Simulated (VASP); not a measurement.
The system is ZnS (Wurtzite-2H).

```
Zn S
1.0
     3.81100    0.00000    0.00000
    -1.90550    3.30042    0.00000
     0.00000    0.00000    6.23400
Zn S
2 2
Direct
  0.33333 0.66667 0.00000
  0.66667 0.33333 0.50000
  0.33333 0.66667 0.38500
  0.66667 0.33333 0.88500
```

Base run:

| Quantity | Value |
| --- | --- |
| Program | VASP 6.6.1 |
| Functional | BLYP |
| Potentials or basis | VASP PAW PBE potentials, release 64 (Zn, S) |
| Cutoff | 520 eV |
| k mesh | 6 × 6 × 4 |
| Occupations | gaussian, width 0.01 eV |
| Spin | no spin polarisation |

Its results: band gap on the k mesh 2.26 eV, direct; pressure 6.4 GPa; largest force 0.344 eV/Å.

Task: After a change of settings the same cell gave: band gap on the k mesh 2.02 eV, direct; pressure -3.7 GPa; largest force 0.299 eV/Å. Which change was it?
A. functional from BLYP to revPBE
B. functional from BLYP to LDA; potentials or basis from VASP PAW PBE potentials, release 64 (Zn, S) to VASP PAW LDA potentials, release 64 (Zn, S)
C. functional from BLYP to r2SCAN; further incar settings from ALGO = Normal; EDIFF = 1e-06; NBANDS = 26 to ALGO = Normal; EDIFF = 1e-07; NBANDS = 26

Result: B.

Caveats: the PAW data sets were made with another functional, which shifts forces and pressure a little (some runs).
